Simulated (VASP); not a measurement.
A run of VASP 6.6.1 is set up as follows.

Contents of INCAR:

```
PREC = Accurate
ENCUT = 600
EDIFF = 1E-7
ISMEAR = -1
SIGMA = 0.05
LREAL = F
LASPH = T
NELM = 80
ALGO = Normal
ISIF = 3
LWAVE = F
LCHARG = F
GGA = B5
ALDAX = 1.0
AGGAX = 1.0
AGGAC = 1.0
ALDAC = 0.0
IVDW = 12
VDW_S6 = 1.0
VDW_S8 = 2.6996
VDW_A1 = 0.4298
VDW_A2 = 4.2359
IBRION = 2
NSW = 60
EDIFFG = -0.01
```

File KPOINTS:

```
regular mesh
0
Gamma
  8 8 8
```

The input POSCAR:

```
CdSe
1.0
    0.0000000000      3.0702711986      3.0702711986
    3.0702711986      0.0000000000      3.0702711986
    3.0702711986      3.0702711986      0.0000000000
Cd Se
1 1
Direct
    0.0000000000      0.0000000000      0.0000000000
    0.2500000000      0.2500000000      0.2500000000
```

Potentials or basis: VASP PAW PBE potentials, release 64 (Cd, Se).

Command:

```console
$ cat potpaw_PBE.64/Cd/POTCAR potpaw_PBE.64/Se/POTCAR > POTCAR
$ mpirun -np 1 vasp_std > vasp.out
```

(1) Estimate the dispersion energy per atom.

(2) What does it give for the band gap on the k mesh?

(3) Estimate the relaxed volume.

(4) Predict the relaxed cell.

Results:

(1) -0.693 eV.

(2) 0.51 eV, direct.

(3) 28.80 Å³/atom.

(4) a = 4.335 Å, b = 4.335 Å, c = 4.335 Å, α = 60.00°, β = 60.00°, γ = 60.00°.

Caveat: the PAW data sets were made with another functional, which shifts forces and pressure a little.
